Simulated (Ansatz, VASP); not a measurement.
# HfO2 in VASP and in Ansatz

```
Hf O
1.0
     3.55802   -3.55802   -5.17186
     3.55802   -3.55802    5.17186
    -7.11604   -7.11604    0.00000
Hf O
16 32
Direct
  0.75000 0.25000 0.75000
  0.25000 0.75000 0.75000
  0.50000 0.00000 0.50000
  0.00000 0.50000 0.50000
  0.25000 0.75000 0.25000
  0.75000 0.25000 0.25000
  0.00000 0.50000 0.00000
  0.50000 0.00000 0.00000
  0.00000 0.00000 0.00000
  0.50000 0.50000 0.00000
  0.75000 0.75000 0.75000
  0.25000 0.25000 0.75000
  0.50000 0.50000 0.50000
  0.00000 0.00000 0.50000
  0.25000 0.25000 0.25000
  0.75000 0.75000 0.25000
  0.52640 0.22360 0.87500
  0.02640 0.72360 0.87500
  0.27640 0.97360 0.62500
  0.77640 0.47360 0.62500
  0.02640 0.72360 0.37500
  0.52640 0.22360 0.37500
  0.77640 0.47360 0.12500
  0.27640 0.97360 0.12500
  0.72360 0.52640 0.87500
  0.22360 0.02640 0.87500
  0.47360 0.27640 0.62500
  0.97360 0.77640 0.62500
  0.22360 0.02640 0.37500
  0.72360 0.52640 0.37500
  0.97360 0.77640 0.12500
  0.47360 0.27640 0.12500
  0.97360 0.27640 0.87500
  0.47360 0.77640 0.87500
  0.72360 0.02640 0.62500
  0.22360 0.52640 0.62500
  0.47360 0.77640 0.37500
  0.97360 0.27640 0.37500
  0.22360 0.52640 0.12500
  0.72360 0.02640 0.12500
  0.77640 0.97360 0.87500
  0.27640 0.47360 0.87500
  0.52640 0.72360 0.62500
  0.02640 0.22360 0.62500
  0.27640 0.47360 0.37500
  0.77640 0.97360 0.37500
  0.02640 0.22360 0.12500
  0.52640 0.72360 0.12500
```

Alike in both runs: task single point; functional PBE; k mesh 2 × 2 × 1; occupations gaussian, width 0.05 eV; no spin polarisation.

|  | VASP | Ansatz |
| --- | --- | --- |
| version | VASP 6.6.1 | Ansatz 0.2.0 |
| potentials or method | VASP PAW PBE potentials, release 64 (Hf_pv, O), cutoff 520 eV | scalar-relativistic, plane waves, PAW |
| valence electrons in the cell | 352 | 608 |

Ansatz gave:

- gap on the k mesh at the Fermi level (eV): 4.77
- rms of the force components (eV/Å): 0.055

**Question.** Estimate VASP's values.

**Answer.** gap on the k mesh at the Fermi level (eV): 4.75; rms of the force components (eV/Å): 0.037.

Atom by atom the forces differ by 0.018 eV/Å (rms over components). VASP's potentials hold 352 valence electrons a cell and Ansatz's 608, so a difference there can come from the potentials and not from the codes.

The k mesh is coarse, so the values compare programs but aren't converged. Spin-orbit coupling is off throughout.
